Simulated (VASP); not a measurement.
# SnSe (rocksalt type) (Fm-3m) in VASP: notebook

Runs on SnSe (rocksalt type). Level: PBE. Tasks: single point, relaxation of cell and atoms.

Everything below comes from runs of VASP 6.6.1. Logs are shortened: lines on timing, memory, paths and dates and some standing lists are left out, and cuts for length are marked.

## Step 1: The cell of the first run

Symmetry: Fm-3m, No. 225, cubic system. The conventional cell has a = 5.765 Å, b = 5.765 Å, c = 5.765 Å, α = 90.00°, β = 90.00°, γ = 90.00°. Sn (site symmetry m-3m) has 6 Se at 2.88 Å within 3.8 Å. Within 3.8 Å of Se (site symmetry m-3m) lie 6 Sn at 2.88 Å.

## Step 2: Single point, PBE (23.94 Å³/atom)

INCAR reads:

```
PREC = Accurate
ENCUT = 520
EDIFF = 1E-7
ISMEAR = -1
SIGMA = 0.1
LREAL = False
LASPH = True
NELM = 80
ALGO = Normal
ISIF = 2
LWAVE = False
LCHARG = False
GGA = PE
NBANDS = 17
```

KPOINTS reads:

```
Automatic mesh
0
Gamma
  13 13 13
```

POSCAR reads:

```
SnSe
1.0
    0.0000000000      2.8822854286      2.8822854286
    2.8822854286      0.0000000000      2.8822854286
    2.8822854286      2.8822854286      0.0000000000
Sn Se
1 1
Direct
    0.0000000000      0.0000000000      0.0000000000
    0.5000000000      0.5000000000      0.5000000000
```

Potentials or basis: VASP PAW PBE potentials, release 64 (Sn_d, Se).

Launch:

```
$ cat potpaw_PBE.64/Sn_d/POTCAR potpaw_PBE.64/Se/POTCAR > POTCAR
$ mpirun -np 1 vasp_std > vasp.out
```

OUTCAR:

```text
PREC = Accurate
   ENCUT = 520
   EDIFF = 1E-7
   ISMEAR = -1
   LREAL = False
   LASPH = True
   NELM = 80
   ISIF = 2
   GGA = PE

 ion  position               nearest neighbor table
   1  0.000  0.000  0.000-   2 2.88   2 2.88   2 2.88   2 2.88   2 2.88   2 2.88
   2  0.500  0.500  0.500-   1 2.88   1 2.88   1 2.88   1 2.88   1 2.88   1 2.88

  LATTYP: Found a face centered cubic cell.
 ALAT       =     5.7645708572

  Lattice vectors:

 A1 = (   0.0000000000,   2.8822854286,   2.8822854286)
 A2 = (   2.8822854286,   0.0000000000,   2.8822854286)
 A3 = (   2.8822854286,   2.8822854286,   0.0000000000)

Analysis of symmetry for initial positions (statically):
=====================================================================
 Subroutine PRICEL returns:
 Original cell was already a primitive cell.

 Routine SETGRP: Setting up the symmetry group for a
 face centered cubic supercell.

 Subroutine GETGRP returns: Found 48 space group operations
 (whereof 48 operations were pure point group operations)
 out of a pool of 48 trial point group operations.

The static configuration has the point symmetry O_h .

Analysis of symmetry for dynamics (positions and initial velocities):
=====================================================================
 Subroutine PRICEL returns:
 Original cell was already a primitive cell.

 Routine SETGRP: Setting up the symmetry group for a
 face centered cubic supercell.

 Subroutine GETGRP returns: Found 48 space group operations
 (whereof 48 operations were pure point group operations)
 out of a pool of 48 trial point group operations.

The dynamic configuration has the point symmetry O_h .

 Subroutine INISYM returns: Found 48 space group operations
 (whereof 48 operations are pure point group operations),
 and found     1 'primitive' translations

----------------------------------------------------------------------------------------

                                     Primitive cell

  volume of cell :      47.8896

  direct lattice vectors                    reciprocal lattice vectors
     0.000000000  2.882285429  2.882285429    -0.173473451  0.173473451  0.173473451
     2.882285429  0.000000000  2.882285429     0.173473451 -0.173473451  0.173473451
     2.882285429  2.882285429  0.000000000     0.173473451  0.173473451 -0.173473451

  length of vectors
     4.076167144  4.076167144  4.076167144     0.300464831  0.300464831  0.300464831

  position of ions in fractional coordinates (direct lattice)
     0.000000000  0.000000000  0.000000000
     0.500000000  0.500000000  0.500000000

  ion indices of the primitive-cell ions
   primitive index   ion index
                 1           1
                 2           2

----------------------------------------------------------------------------------------

 KPOINTS: Automatic mesh

Automatic generation of k-mesh.
 Grid dimensions read from file:
 generate k-points for:   13   13   13

 Generating k-lattice:

  Cartesian coordinates                     Fractional coordinates (reciprocal lattice)
    -0.013344112  0.013344112  0.013344112     0.076923077  0.000000000  0.000000000
     0.013344112 -0.013344112  0.013344112     0.000000000  0.076923077  0.000000000
     0.013344112  0.013344112 -0.013344112     0.000000000  0.000000000  0.076923077

  Length of vectors
     0.023112679  0.023112679  0.023112679

  Shift w.r.t. Gamma in fractional coordinates (k-lattice)
     0.000000000  0.000000000  0.000000000

 Subroutine IBZKPT returns following result:
 ===========================================

 Found     84 irreducible k-points:

 Following reciprocal coordinates:
            Coordinates               Weight
  0.000000  0.000000  0.000000      1.000000
  0.076923  0.000000  0.000000      8.000000
  0.153846  0.000000  0.000000      8.000000
  0.230769  0.000000  0.000000      8.000000
  0.307692  0.000000  0.000000      8.000000
  0.384615  0.000000  0.000000      8.000000
[... 16 lines left out ...]
  0.384615  0.153846  0.000000     24.000000
  0.461538  0.153846  0.000000     24.000000
 [... further k-points ...]
   k-points           NKPTS =     84   k-points in BZ     NKDIM =     84   number of bands    NBANDS=     17
   number of dos      NEDOS =    301   number of ions     NIONS =      2
   total plane-waves  NPLWV =  27000
   dimension x,y,z NGX =    30 NGY =   30 NGZ =   30
   dimension x,y,z NGXF=    60 NGYF=   60 NGZF=   60
   ions per type =               1   1
   NGX,Y,Z   is equivalent  to a cutoff of  12.24, 12.24, 12.24 a.u.
   NGXF,Y,Z  is equivalent  to a cutoff of  24.47, 24.47, 24.47 a.u.
 SYSTEM =  unknown system
   PREC   = accura    normal or accurate (medium, high low for compatibility)
   ISTART =      0    job   : 0-new  1-cont  2-samecut
   ICHARG =      2    charge: 1-file 2-atom 10-const
   ISPIN  =      1    spin polarized calculation?
   LNONCOLLINEAR =      F non collinear calculations
   LSORBIT =      F    spin-orbit coupling
   LASPH  =      T    aspherical Exc in radial PAW
   ENCUT  =  520.0 eV  38.22 Ry    6.18 a.u.   7.58  7.58  7.58*2*pi/ulx,y,z
   NELM   =     80;   NELMIN=  2; NELMDL= -5     # of ELM steps
   EDIFF  = 0.1E-06   stopping-criterion for ELM
   LREAL  =      F    real-space projection
   EDIFFG = 0.1E-05   stopping-criterion for IOM
   NSW    =      0    number of steps for IOM
   IBRION =     -1    ionic relax: 0-MD 1-quasi-New 2-CG
   NFREE  =      0    steps in history (QN), initial steepest desc. (CG)
   ISIF   =      2    stress and relaxation
   ISYM   =      2    0-nonsym 1-usesym 2-fastsym
   POTIM  = 0.5000    time-step for ionic-motion
   TEBEG  =    0.0;   TEEND  =   0.0 temperature during run
   PSTRESS=    0.0 pullay stress
   NELECT =      20.0000    total number of electrons
   NUPDOWN=      -1.0000    fix difference up-down
   EMIN   =  10.00;   EMAX   =-10.00  energy-range for DOS
   EFERMI =   0.00;   METHOD = LEGACY
   ISMEAR =    -1;   SIGMA  =   0.10  broadening in eV -4-tet -1-fermi 0-gaus
   EFERMI_NEDOS =   21; number of points for ismear=-14 and -15
   IALGO  =     38    algorithm
   IMIX   =      4    mixing-type and parameters
     AMIX     =   0.40;   BMIX     =  1.00
     AMIX_MAG =   1.60;   BMIX_MAG =  1.00
  volume/ion in A,a.u.               =      23.94       161.59
  Fermi-wavevector in a.u.,A,eV,Ry     =   1.223689  2.312438 20.373576  1.497416
  Thomas-Fermi vector in A             =   2.358791
   LORBIT       =      0    0 simple, 1 ext, 2 COOP (PROOUT), +10 PAW based schemes
   GGA     = PE    functional components
   LHFCALC =     F    Hartree Fock is set to
   AEXX    =    0.0000 exact exchange contribution
   IVDW    =     0    specifies the selected vdW correction
   LEPSILON=     F    determine dielectric tensor
   LRPA    =     F    only Hartree local field effects (RPA)
 non-spin polarized calculation
  energy-cutoff  :      520.00
  volume of cell :       47.89
 maximum number of plane-waves:      1308
   NGX = 15   NGY = 15   NGZ = 15

 number of electron      19.9999992 magnetization

 Free energy of the ion-electron system (eV)
  ---------------------------------------------------
  ext. energy  EPLUGINS =         0.00000000
  ---------------------------------------------------
  free energy    TOTEN  =        -8.00002935 eV

  energy without entropy =       -7.99257068  energy(sigma->0) =       -7.99630001

 E-fermi :   7.4293     XC(G=0): -10.2049

 val. band max:        7.3462356348   @ k =  -0.3846   0.0769   0.0000
 cond. band min:       7.5076456003   @ k =  -0.3846   0.0769   0.0000
 fundamental gap:      0.1614099654
 Fermi energy:         7.4293010214

 k-point     1 :       0.0000    0.0000    0.0000
  band No.  band energies     occupation
      1     -14.4898      2.00000
      2     -14.4898      2.00000
      3     -14.4855      2.00000
      4     -14.4855      2.00000
      5     -14.4855      2.00000
      6      -7.7053      2.00000
[... 9 lines left out ...]
     16      12.8178      0.00000
     17      15.1339      0.00000

 k-point     2 :       0.0769    0.0000    0.0000
  band No.  band energies     occupation
      1     -14.4904      2.00000
      2     -14.4904      2.00000
      3     -14.4853      2.00000
      4     -14.4845      2.00000
      5     -14.4845      2.00000
      6      -7.6524      2.00000
[... 9 lines left out ...]
     16      13.0039      0.00000
     17      15.7040      0.00000

 k-point     3 :       0.1538    0.0000    0.0000
  band No.  band energies     occupation
      1     -14.4926      2.00000
      2     -14.4926      2.00000
      3     -14.4848      2.00000
      4     -14.4813      2.00000
      5     -14.4813      2.00000
      6      -7.4983      2.00000
[... 9 lines left out ...]
     16      13.4376      0.00000
     17      17.0347      0.00000

 k-point     4 :       0.2308    0.0000    0.0000
  band No.  band energies     occupation
      1     -14.4959      2.00000
      2     -14.4959      2.00000
      3     -14.4841      2.00000
      4     -14.4764      2.00000
      5     -14.4764      2.00000
      6      -7.2584      2.00000
[... 9 lines left out ...]
     16      14.0978      0.00000
     17      18.6892      0.00000

 k-point     5 :       0.3077    0.0000    0.0000
  band No.  band energies     occupation
      1     -14.4995      2.00000
      2     -14.4995      2.00000
      3     -14.4833      2.00000
      4     -14.4711      2.00000
      5     -14.4711      2.00000
      6      -6.9647      2.00000
[... 9 lines left out ...]
     16      14.9759      0.00000
     17      20.0332      0.00000

 k-point     6 :       0.3846    0.0000    0.0000
  band No.  band energies     occupation
      1     -14.5025      2.00000
      2     -14.5025      2.00000
      3     -14.4828      2.00000
      4     -14.4667      2.00000
      5     -14.4667      2.00000
      6      -6.6771      2.00000
[... 9 lines left out ...]
     16      16.0420      0.00000
     17      19.2402      0.00000

 k-point     7 :       0.4615    0.0000    0.0000
  band No.  band energies     occupation
      1     -14.5042      2.00000
      2     -14.5042      2.00000
      3     -14.4825      2.00000
      4     -14.4642      2.00000
      5     -14.4642      2.00000
      6      -6.4888      2.00000
[... 9 lines left out ...]
     16      17.1790      0.00000
     17      18.0691      0.00000

 k-point     8 :       0.0769    0.0769    0.0000
  band No.  band energies     occupation
      1     -14.4920      2.00000
      2     -14.4891      2.00000
      3     -14.4862      2.00000
      4     -14.4839      2.00000
      5     -14.4839      2.00000
      6      -7.6347      2.00000
[... 9 lines left out ...]
     16      13.3999      0.00000
     17      15.5151      0.00000
[... 203 lines left out ...]
      1     -14.4923      2.00000
      2     -14.4907      2.00000
      3     -14.4854      2.00000
      4     -14.4836      2.00000
      5     -14.4817      2.00000
      6      -7.5656      2.00000
[... 9 lines left out ...]
     16      13.6690      0.00000
     17      15.9603      0.00000

 k-point    20 :       0.1538    0.1538    0.0000
  band No.  band energies     occupation
      1     -14.4986      2.00000
      2     -14.4881      2.00000
      3     -14.4870      2.00000
      4     -14.4792      2.00000
      5     -14.4792      2.00000
      6      -7.4275      2.00000
[... 9 lines left out ...]
     16      14.5970      0.00000
     17      15.7608      0.00000

 k-point    21 :       0.2308    0.1538    0.0000
  band No.  band energies     occupation
      1     -14.5033      2.00000
      2     -14.4885      2.00000
      3     -14.4874      2.00000
      4     -14.4761      2.00000
      5     -14.4749      2.00000
      6      -7.2476      2.00000
[... 9 lines left out ...]
     16      15.1925      0.00000
     17      16.5318      0.00000

 k-point    22 :       0.3077    0.1538    0.0000
  band No.  band energies     occupation
      1     -14.5078      2.00000
      2     -14.4898      2.00000
      3     -14.4875      2.00000
      4     -14.4729      2.00000
      5     -14.4696      2.00000
      6      -6.9954      2.00000
[... 9 lines left out ...]
     16      15.9296      0.00000
     17      17.9350      0.00000

 k-point    23 :       0.3846    0.1538    0.0000
  band No.  band energies     occupation
      1     -14.5110      2.00000
      2     -14.4931      2.00000
      3     -14.4851      2.00000
      4     -14.4704      2.00000
      5     -14.4652      2.00000
      6      -6.7118      2.00000
[... 9 lines left out ...]
     16      16.9029      0.00000
     17      19.1278      0.00000

 k-point    24 :       0.4615    0.1538    0.0000
  band No.  band energies     occupation
      1     -14.5124      2.00000
      2     -14.4965      2.00000
      3     -14.4822      2.00000
      4     -14.4687      2.00000
      5     -14.4629      2.00000
      6      -6.4653      2.00000
[... 9 lines left out ...]
     16      17.8322      0.00000
     17      18.1449      0.00000

 [... further k-points ...]
[... 5 lines left out ...]
  --------------------------------------------------------------------------------------
  -------------------------------------------------------------------------------------
  Total        2.9940671      2.9940671      2.9940671     -0.0000000     -0.0000000      0.0000000
  in kB      100.1684976    100.1684976    100.1684976     -0.0000000     -0.0000000      0.0000000
  external PRESSURE =     100.1684976 kB  Pullay stress =       0.0000000 kB

 VOLUME and BASIS-vectors are now :
 -----------------------------------------------------------------------------
  energy-cutoff  :      520.00
  volume of cell :       47.89
      direct lattice vectors                 reciprocal lattice vectors
     0.000000000  2.882285429  2.882285429    -0.173473451  0.173473451  0.173473451
     2.882285429  0.000000000  2.882285429     0.173473451 -0.173473451  0.173473451
     2.882285429  2.882285429  0.000000000     0.173473451  0.173473451 -0.173473451

 POSITION                                       TOTAL-FORCE (eV/Angst)
 -----------------------------------------------------------------------------------
      0.00000      0.00000      0.00000        -0.000000     -0.000000      0.000000
      2.88229      2.88229      2.88229         0.000000      0.000000     -0.000000
 -----------------------------------------------------------------------------------
    total drift:                               -0.000000      0.000000      0.000000

  FREE ENERGIE OF THE ION-ELECTRON SYSTEM (eV)
  ---------------------------------------------------
  free  energy   TOTEN  =        -8.0000293491 eV

  energy  without entropy=       -7.9925706761  energy(sigma->0) =       -7.99630001
```

Run time: 98 s. Hardware: 1 thread of Intel Xeon 8259CL, shared host; peak memory 0.22 GiB.

Results:

| Item | Value |
| --- | --- |
| Free energy | -8.0000 eV |
| Pressure | 10.0 GPa |

Levels at points of the mesh, in eV from the Fermi level:
```tsv
k point	band 6	band 7	band 8	band 9	band 10	band 11	band 12	band 13	band 14	band 15
(0.00, 0.00, 0.00)	-15.13	-4.90	-2.89	-2.89	-2.89	4.52	4.52	4.52	5.39	5.39
```

Caveat: this odd mesh misses L, so gap, dielectric constants and Born charges aren't listed; the cell stands under pressure; spin-orbit coupling is left out, which moves the levels of the heavy elements.

## Step 3: Single point, PBE

INCAR reads:

```
SYSTEM = SnSe
PREC = Accurate
ENCUT = 520
EDIFF = 1E-6
ISMEAR = -1
SIGMA = 0.1
LREAL = .False.
LASPH = .True.
NELM = 80
ALGO = Normal
ISIF = 2
LWAVE = .False.
LCHARG = .False.
GGA = PE
NBANDS = 17
```

KPOINTS reads:

```
Automatic mesh
0
Gamma
  13 13 13
  0 0 0
```

POSCAR is that of step 2.

Potentials or basis: VASP PAW PBE potentials, release 64 (Sn_d, Se).

Launch:

```
$ cat potpaw_PBE.64/Sn_d/POTCAR potpaw_PBE.64/Se/POTCAR > POTCAR
$ mpirun -np 1 vasp_std > vasp.out
```

Run time: 1.8 min. Hardware: 1 thread of Intel Xeon 8259CL, shared host; peak memory 0.22 GiB.

It converged, with:

```yaml
Free_energy: -8.0000 eV
Pressure: 10.0 GPa
```

Levels at points of the mesh, in eV from the Fermi level:
```
           k point  band 6  band 7  band 8  band 9  band 10  band 11  band 12  band 13  band 14  band 15
(0.00, 0.00, 0.00)  -15.13   -4.90   -2.89   -2.89    -2.89     4.52     4.52     4.52     5.39     5.39
```

Caveat: this odd mesh misses L, so gap, dielectric constants and Born charges aren't listed; the cell stands under pressure; spin-orbit coupling is left out, which moves the levels of the heavy elements.

(Part 1 of 2 ends here.)
